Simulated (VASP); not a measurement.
# ZrF2 (P4/mmm) in VASP: notebook

The runs below take ZrF2 through single point, relaxation of cell and atoms, with PBE.

Program: VASP 6.6.1. These are calculated values, not measurements. Logs are shortened: lines on timing, memory, paths and dates and some standing lists are left out, and cuts for length are marked.

## (1) The cell of the first run

It takes space group P4/mmm (No. 123, tetragonal). Conventional cell: a = 4.230 Å, b = 4.230 Å, c = 3.073 Å, α = 90.00°, β = 90.00°, γ = 90.00°. Within 2.8 Å of Zr (site symmetry 4/mmm) lie 4 F at 2.12 Å. F (site symmetry mmm) has 2 Zr at 2.12 Å within 2.8 Å.

## (2) Single point, PBE

INCAR reads:

```
ALGO = Normal ; EDIFF = 1E-6
ENCUT = 520 ; GGA = PE
ISIF = 2 ; ISMEAR = 0
LASPH = True ; LCHARG = True
LELF = True ; LREAL = False
LVHAR = True ; LWAVE = False
NBANDS = 20 ; NELM = 100
PREC = Accurate ; SIGMA = 0.1
```

KPOINTS reads:

```
k-points
0
Gamma
  12 12 16
```

POSCAR reads:

```
ZrF2
1.0
    4.2300521583      0.0000000000      0.0000000000
    0.0000000000      4.2300521583      0.0000000000
    0.0000000000      0.0000000000      3.0730631082
Zr F
1 2
Direct
    0.5000000000      0.5000000000      0.0000000000
    0.0000000000      0.5000000000      0.0000000000
    0.5000000000      0.0000000000      0.0000000000
```

Potentials or basis: VASP PAW PBE potentials, release 64 (Zr_sv, F).

On the command line:

```bash
cat potpaw_PBE.64/Zr_sv/POTCAR potpaw_PBE.64/F/POTCAR > POTCAR
mpirun -np 1 vasp_std > vasp.out
```

OUTCAR:

```text
EDIFF = 1E-6
   ENCUT = 520
   GGA = PE
   ISIF = 2
   ISMEAR = 0
   LASPH = True
   LREAL = False
   NELM = 100
   PREC = Accurate

 ion  position               nearest neighbor table
   1  0.500  0.500  0.000-   2 2.12   3 2.12   3 2.12   2 2.12
   2  0.000  0.500  0.000-   1 2.12   1 2.12
   3  0.500  0.000  0.000-   1 2.12   1 2.12

  LATTYP: Found a simple tetragonal cell.
 ALAT       =     4.2300521583
 C/A-ratio  =     0.7264835026

  Lattice vectors:

 A1 = (   4.2300521583,   0.0000000000,   0.0000000000)
 A2 = (   0.0000000000,   4.2300521583,   0.0000000000)
 A3 = (   0.0000000000,   0.0000000000,   3.0730631082)

Analysis of symmetry for initial positions (statically):
=====================================================================
 Subroutine PRICEL returns:
 Original cell was already a primitive cell.

 Routine SETGRP: Setting up the symmetry group for a
 simple tetragonal supercell.

 Subroutine GETGRP returns: Found 16 space group operations
 (whereof 16 operations were pure point group operations)
 out of a pool of 16 trial point group operations.

The static configuration has the point symmetry D_4h.

Analysis of symmetry for dynamics (positions and initial velocities):
=====================================================================
 Subroutine PRICEL returns:
 Original cell was already a primitive cell.

 Routine SETGRP: Setting up the symmetry group for a
 simple tetragonal supercell.

 Subroutine GETGRP returns: Found 16 space group operations
 (whereof 16 operations were pure point group operations)
 out of a pool of 16 trial point group operations.

The dynamic configuration has the point symmetry D_4h.

 Subroutine INISYM returns: Found 16 space group operations
 (whereof 16 operations are pure point group operations),
 and found     1 'primitive' translations

----------------------------------------------------------------------------------------

                                     Primitive cell

  volume of cell :      54.9874

  direct lattice vectors                    reciprocal lattice vectors
     4.230052158  0.000000000  0.000000000     0.236403704  0.000000000  0.000000000
     0.000000000  4.230052158  0.000000000     0.000000000  0.236403704  0.000000000
     0.000000000  0.000000000  3.073063108     0.000000000  0.000000000  0.325408221

  length of vectors
     4.230052158  4.230052158  3.073063108     0.236403704  0.236403704  0.325408221

  position of ions in fractional coordinates (direct lattice)
     0.500000000  0.500000000  0.000000000
     0.000000000  0.500000000  0.000000000
     0.500000000  0.000000000  0.000000000

  ion indices of the primitive-cell ions
   primitive index   ion index
                 1           1
                 2           2
                 3           3

----------------------------------------------------------------------------------------

 KPOINTS: k-points

Automatic generation of k-mesh.
 Grid dimensions read from file:
 generate k-points for:   12   12   16

 Generating k-lattice:

  Cartesian coordinates                     Fractional coordinates (reciprocal lattice)
     0.019700309  0.000000000  0.000000000     0.083333333  0.000000000  0.000000000
     0.000000000  0.019700309  0.000000000     0.000000000  0.083333333  0.000000000
     0.000000000  0.000000000  0.020338014     0.000000000  0.000000000  0.062500000

  Length of vectors
     0.019700309  0.019700309  0.020338014

  Shift w.r.t. Gamma in fractional coordinates (k-lattice)
     0.000000000  0.000000000  0.000000000

 Subroutine IBZKPT returns following result:
 ===========================================

 Found    252 irreducible k-points:

 Following reciprocal coordinates:
            Coordinates               Weight
  0.000000  0.000000  0.000000      1.000000
  0.083333  0.000000  0.000000      4.000000
  0.166667  0.000000  0.000000      4.000000
  0.250000  0.000000  0.000000      4.000000
  0.333333  0.000000  0.000000      4.000000
  0.416667  0.000000  0.000000      4.000000
[... 16 lines left out ...]
  0.333333  0.333333  0.000000      4.000000
  0.416667  0.333333  0.000000      8.000000
 [... further k-points ...]
   k-points           NKPTS =    252   k-points in BZ     NKDIM =    252   number of bands    NBANDS=     20
   number of dos      NEDOS =    301   number of ions     NIONS =      3
   total plane-waves  NPLWV =  24576
   dimension x,y,z NGX =    32 NGY =   32 NGZ =   24
   dimension x,y,z NGXF=    64 NGYF=   64 NGZF=   48
   ions per type =               1   2
   NGX,Y,Z   is equivalent  to a cutoff of  12.58, 12.58, 12.98 a.u.
   NGXF,Y,Z  is equivalent  to a cutoff of  25.15, 25.15, 25.97 a.u.
 SYSTEM =  unknown system
   PREC   = accura    normal or accurate (medium, high low for compatibility)
   ISTART =      0    job   : 0-new  1-cont  2-samecut
   ICHARG =      2    charge: 1-file 2-atom 10-const
   ISPIN  =      1    spin polarized calculation?
   LNONCOLLINEAR =      F non collinear calculations
   LSORBIT =      F    spin-orbit coupling
   LASPH  =      T    aspherical Exc in radial PAW
   ENCUT  =  520.0 eV  38.22 Ry    6.18 a.u.   7.87  7.87  5.71*2*pi/ulx,y,z
   NELM   =    100;   NELMIN=  2; NELMDL= -5     # of ELM steps
   EDIFF  = 0.1E-05   stopping-criterion for ELM
   LREAL  =      F    real-space projection
   EDIFFG = 0.1E-04   stopping-criterion for IOM
   NSW    =      0    number of steps for IOM
   IBRION =     -1    ionic relax: 0-MD 1-quasi-New 2-CG
   NFREE  =      0    steps in history (QN), initial steepest desc. (CG)
   ISIF   =      2    stress and relaxation
   ISYM   =      2    0-nonsym 1-usesym 2-fastsym
   POTIM  = 0.5000    time-step for ionic-motion
   TEBEG  =    0.0;   TEEND  =   0.0 temperature during run
   PSTRESS=    0.0 pullay stress
   NELECT =      26.0000    total number of electrons
   NUPDOWN=      -1.0000    fix difference up-down
   EMIN   =  10.00;   EMAX   =-10.00  energy-range for DOS
   EFERMI =   0.00;   METHOD = LEGACY
   ISMEAR =     0;   SIGMA  =   0.10  broadening in eV -4-tet -1-fermi 0-gaus
   EFERMI_NEDOS =   21; number of points for ismear=-14 and -15
   IALGO  =     38    algorithm
   IMIX   =      4    mixing-type and parameters
     AMIX     =   0.40;   BMIX     =  1.00
     AMIX_MAG =   1.60;   BMIX_MAG =  1.00
  volume/ion in A,a.u.               =      18.33       123.69
  Fermi-wavevector in a.u.,A,eV,Ry     =   1.275396  2.410149 22.131704  1.626634
  Thomas-Fermi vector in A             =   2.408110
   LORBIT       =      0    0 simple, 1 ext, 2 COOP (PROOUT), +10 PAW based schemes
   GGA     = PE    functional components
   LHFCALC =     F    Hartree Fock is set to
   AEXX    =    0.0000 exact exchange contribution
   IVDW    =     0    specifies the selected vdW correction
   LEPSILON=     F    determine dielectric tensor
   LRPA    =     F    only Hartree local field effects (RPA)
 non-spin polarized calculation
 Gauss-broadening in eV      SIGMA  =   0.10
  energy-cutoff  :      520.00
  volume of cell :       54.99
 maximum number of plane-waves:      1504
 NGX is ok and might be reduce to    32
   NGX = 15   NGY = 15   NGZ = 11

 number of electron      25.9999987 magnetization

 Free energy of the ion-electron system (eV)
  ---------------------------------------------------
  ext. energy  EPLUGINS =         0.00000000
  ---------------------------------------------------
  free energy    TOTEN  =       -20.54133277 eV

  energy without entropy =      -20.53474341  energy(sigma->0) =      -20.53803809

 E-fermi :   4.9482     XC(G=0):  -8.7696

 val. band max:        4.9479654346   @ k =   0.3333   0.2500   0.3750
 cond. band min:       4.9492702085   @ k =   0.1667   0.0833   0.3125
 fundamental gap:      0.0013047738
 Fermi energy:         4.9482474950

 k-point     1 :       0.0000    0.0000    0.0000
  band No.  band energies     occupation
      1     -45.5100      2.00000
      2     -23.8312      2.00000
      3     -23.8312      2.00000
      4     -22.8089      2.00000
      5     -21.4433      2.00000
      6     -21.3917      2.00000
[... 12 lines left out ...]
     19      12.3061      0.00000
     20      12.3061      0.00000

 k-point     2 :       0.0833    0.0000    0.0000
  band No.  band energies     occupation
      1     -45.5096      2.00000
      2     -23.9088      2.00000
      3     -23.8308      2.00000
      4     -22.8086      2.00000
      5     -21.4227      2.00000
      6     -21.3029      2.00000
[... 12 lines left out ...]
     19      11.9531      0.00000
     20      12.3325      0.00000

 k-point     3 :       0.1667    0.0000    0.0000
  band No.  band energies     occupation
      1     -45.5087      2.00000
      2     -24.0944      2.00000
      3     -23.8299      2.00000
      4     -22.8078      2.00000
      5     -21.4178      2.00000
      6     -21.0326      2.00000
[... 12 lines left out ...]
     19      11.3989      0.00000
     20      12.4097      0.00000

 k-point     4 :       0.2500    0.0000    0.0000
  band No.  band energies     occupation
      1     -45.5075      2.00000
      2     -24.3061      2.00000
      3     -23.8285      2.00000
      4     -22.8066      2.00000
      5     -21.4160      2.00000
      6     -20.6969      2.00000
[... 12 lines left out ...]
     19      11.0055      0.00000
     20      12.5293      0.00000

 k-point     5 :       0.3333    0.0000    0.0000
  band No.  band energies     occupation
      1     -45.5063      2.00000
      2     -24.4865      2.00000
      3     -23.8272      2.00000
      4     -22.8055      2.00000
      5     -21.4148      2.00000
      6     -20.3874      2.00000
[... 12 lines left out ...]
     19      10.8981      0.00000
     20      12.6709      0.00000
[... 353 lines left out ...]
      6     -20.1703      2.00000
[... 12 lines left out ...]
     19      10.7280      0.00000
     20      12.1405      0.00000

 k-point    22 :       0.5000    0.2500    0.0000
  band No.  band energies     occupation
      1     -45.5026      2.00000
      2     -24.6425      2.00000
      3     -24.3003      2.00000
      4     -22.8021      2.00000
      5     -20.6944      2.00000
      6     -20.0930      2.00000
[... 12 lines left out ...]
     19      10.7722      0.00000
     20      12.3775      0.00000

 k-point    23 :       0.3333    0.3333    0.0000
  band No.  band energies     occupation
      1     -45.5026      2.00000
      2     -24.4831      2.00000
      3     -24.4810      2.00000
      4     -22.8021      2.00000
      5     -20.3911      2.00000
      6     -20.3801      2.00000
[... 12 lines left out ...]
     19      10.6558      0.00000
     20      11.8236      0.00000

 k-point    24 :       0.4167    0.3333    0.0000
  band No.  band energies     occupation
      1     -45.5017      2.00000
      2     -24.6001      2.00000
      3     -24.4810      2.00000
      4     -22.8013      2.00000
      5     -20.3852      2.00000
      6     -20.1697      2.00000
[... 12 lines left out ...]
     19      10.7598      0.00000
     20      11.9583      0.00000

 [... further k-points ...]
[... 5 lines left out ...]
  --------------------------------------------------------------------------------------
  -------------------------------------------------------------------------------------
  Total        0.0345118      0.0345118     -0.0754959      0.0000000     -0.0000000      0.0000000
  in kB        1.0055768      1.0055768     -2.1997389      0.0000000     -0.0000000      0.0000000
  external PRESSURE =      -0.0628618 kB  Pullay stress =       0.0000000 kB

 VOLUME and BASIS-vectors are now :
 -----------------------------------------------------------------------------
  energy-cutoff  :      520.00
  volume of cell :       54.99
      direct lattice vectors                 reciprocal lattice vectors
     4.230052158  0.000000000  0.000000000     0.236403704  0.000000000  0.000000000
     0.000000000  4.230052158  0.000000000     0.000000000  0.236403704  0.000000000
     0.000000000  0.000000000  3.073063108     0.000000000  0.000000000  0.325408221

 POSITION                                       TOTAL-FORCE (eV/Angst)
 -----------------------------------------------------------------------------------
      2.11503      2.11503      0.00000         0.000000      0.000000      0.000000
      0.00000      2.11503      0.00000         0.000000      0.000000      0.000000
      2.11503      0.00000      0.00000         0.000000      0.000000      0.000000
 -----------------------------------------------------------------------------------
    total drift:                                0.000000     -0.000000     -0.000000

  FREE ENERGIE OF THE ION-ELECTRON SYSTEM (eV)
  ---------------------------------------------------
  free  energy   TOTEN  =       -20.5413327702 eV

  energy  without entropy=      -20.5347434052  energy(sigma->0) =      -20.53803809
```

It took 83 s on 1 thread of Intel Xeon Platinum 8488C (Sapphire Rapids), shared host; peak memory 0.35 GiB.

What came out:

- Free energy: -20.5413 eV
- Pressure: 0.0 GPa
- Band gap on the k mesh: zero (band 13 reaches 5.82 eV, above the bottom of band 14 at 4.01 eV)

Stress tensor (GPa, compression positive):
```
 0.10  0.00  0.00
 0.00  0.10  0.00
 0.00  0.00 -0.22
```

## (3) Relaxation of cell and atoms, PBE

This run uses another cell than the first one, of 17.87 Å³/atom, 0.975 times its volume.

INCAR reads:

```
SYSTEM = ZrF2
ALGO = Normal
EDIFF = 1E-7
EDIFFG = -0.01
ENCUT = 600
GGA = PE
IBRION = 2
ISIF = 3
ISMEAR = 0
LASPH = .True.
LCHARG = .False.
LREAL = .False.
LWAVE = .False.
NELM = 100
NSW = 100
PREC = Accurate
SIGMA = 0.1
```

KPOINTS reads:

```
k-points
0
Gamma
  12 12 16
  0 0 0
```

POSCAR reads:

```
ZrF2
1.0
    4.2380281779      0.0000000000      0.0000000000
    0.0000000000      4.2380281779      0.0000000000
    0.0000000000      0.0000000000      2.9850156081
Zr F
1 2
Direct
    0.5000000000      0.5000000000      0.0000000000
    0.0000000000      0.5000000000      0.0000000000
    0.5000000000      0.0000000000      0.0000000000
```

Potentials or basis: VASP PAW PBE potentials, release 64 (Zr_sv, F).

On the command line:

```bash
cat potpaw_PBE.64/Zr_sv/POTCAR potpaw_PBE.64/F/POTCAR > POTCAR
mpirun -np 1 vasp_std > vasp.out
```

Wall time 9.2 min (1 thread of Intel Xeon Platinum 8488C (Sapphire Rapids), shared host); peak memory 0.39 GiB.

It converged, with:

```yaml
Free_energy: -20.5426 eV
Relaxed_volume: 18.29 Å³/atom
Relaxed_cell: a = 4.231 Å, b = 4.231 Å, c = 3.066 Å, α = 90.00°, β = 90.00°, γ = 90.00°
Space_group_after_relaxing_to_0.05_Å: P4/mmm (No. 123)
Energy_gained_by_relaxing: 4.8 meV/atom
Ionic_steps: 6
Pressure_after_relaxing: 0.0 GPa
Band_gap_on_the_k_mesh: zero (band 13 reaches 5.83 eV, above the bottom of band 14 at 4.01 eV)
```

The path:
```tsv
step	energy change (eV)	largest force (eV/Å)	pressure (GPa)	volume (Å³)
1	0.0000	0.0000	0.74	53.61
2	-0.0122	0.0000	0.57	54.25
3	-0.0140	0.0000	0.48	54.59
4	-0.0140	0.0000	0.48	54.62
5	-0.0140	0.0000	-0.48	55.16
6	-0.0144	0.0000	0.00	54.88
```

Final structure:
```
Zr F
1.0
     4.23060    0.00000    0.00000
     0.00000    4.23060    0.00000
     0.00000    0.00000    3.06627
Zr F
1 2
Direct
  0.50000 0.50000 0.00000
  0.00000 0.50000 0.00000
  0.50000 0.00000 0.00000
```

Levels at points of the mesh, in eV from the Fermi level:
```csv
k point,band 10,band 11,band 12,band 13,band 14,band 15,band 16,band 17
"(0.00, 0.00, 0.00)",-7.22,-6.89,-6.73,-2.91,0.21,1.60,2.16,2.16
"(0.50, 0.00, 0.00)",-7.50,-7.04,-6.80,-2.60,1.21,2.19,2.71,2.89
"(0.50, 0.50, 0.00)",-7.03,-7.03,-6.71,-2.39,1.94,2.98,2.98,4.22
"(0.00, 0.00, 0.50)",-7.56,-7.11,-7.11,-0.94,-0.94,0.74,2.97,3.43
"(0.50, 0.00, 0.50)",-7.58,-7.50,-7.29,-0.83,0.25,1.69,3.52,3.81
"(0.50, 0.50, 0.50)",-8.21,-8.21,-6.63,0.42,0.42,2.49,3.81,5.54
```
